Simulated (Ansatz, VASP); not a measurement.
**Co: VASP beside Ansatz**

File INCAR:

```
SYSTEM = Co
  ALGO = Normal
  EDIFF = 1E-6
  ENCUT = 520
  GGA = PE
  ISIF = 2
  ISMEAR = -1
  ISPIN = 2
  LASPH = .True.
  LCHARG = .False.
  LMAXMIX = 4
  LORBIT = 11
  LREAL = .False.
  LWAVE = .False.
  MAGMOM = 1.692 1.75 1.75
  NBANDS = 24
  NELM = 150
  PREC = Accurate
  SIGMA = 0.05
```

KPOINTS

```
k-points
0
Gamma
  12 12 17
  0 0 0
```

Contents of POSCAR:

```
Co
1.0
    3.9630058424      0.0000000000      0.0000000000
   -1.9815029212      3.4320637348      0.0000000000
    0.0000000000      0.0000000000      2.4391648427
Co
3
Direct
    1.0000000000      1.0000000000      0.0000000000
    0.3333333333      0.6666666667      0.5000000000
    0.6666666667      0.3333333333      0.5000000000
```

Input for Ansatz:

```yaml
crystal:
  lattice:
    - [3.9630058424, 0.0, 0.0]
    - [-1.9815029212, 3.4320637348, 0.0]
    - [0.0, 0.0, 2.4391648427]
  atoms:
    - { symbol: Co, position: [1.0, 1.0, 0.0], spin: 1.692 }
    - { symbol: Co, position: [0.3333333333, 0.6666666667, 0.5], spin: 1.75 }
    - { symbol: Co, position: [0.6666666667, 0.3333333333, 0.5], spin: 1.75 }
hamiltonian:
  xc: pbe
  pseudopotentials:
    kind: paw
    azcp:
      Co: "pseudopotentials/Co.paw.azcp"
basis:
  ecutwfc: 420
  fft_grid_basis: typed
kpoints:
  mp_grid: { grid: [12, 12, 17], shift: [0, 0, 0] }
magnetization:
  spin_polarized: true
scf:
  occupations: { method: fermi_dirac, width: 0.05 }
```

Alike in both runs: task single point; functional PBE; k mesh 12 × 12 × 17; occupations fermi-dirac, width 0.05 eV; collinear spin.

```csv
,VASP,Ansatz
version,VASP 6.6.1,Ansatz 0.2.0
potentials or method,"VASP PAW PBE potentials, release 64 (Co), cutoff 520 eV","plane waves (420 eV) with PAW, scalar-relativistic"
valence electrons in the cell,27,51
```

|  | VASP | Ansatz | Ansatz less VASP |
| --- | --- | --- | --- |
| net moment per atom (μB) | 1.65 | 1.66 | +0.008 |
| size of the moment on the site where the two differ most (μB) | 1.64 | 1.70 | +0.061 |

Site moments also hang on the region over which each program counts them. VASP's potentials hold 27 valence electrons a cell and Ansatz's 51, so a difference there can come from the potentials and not from the codes.
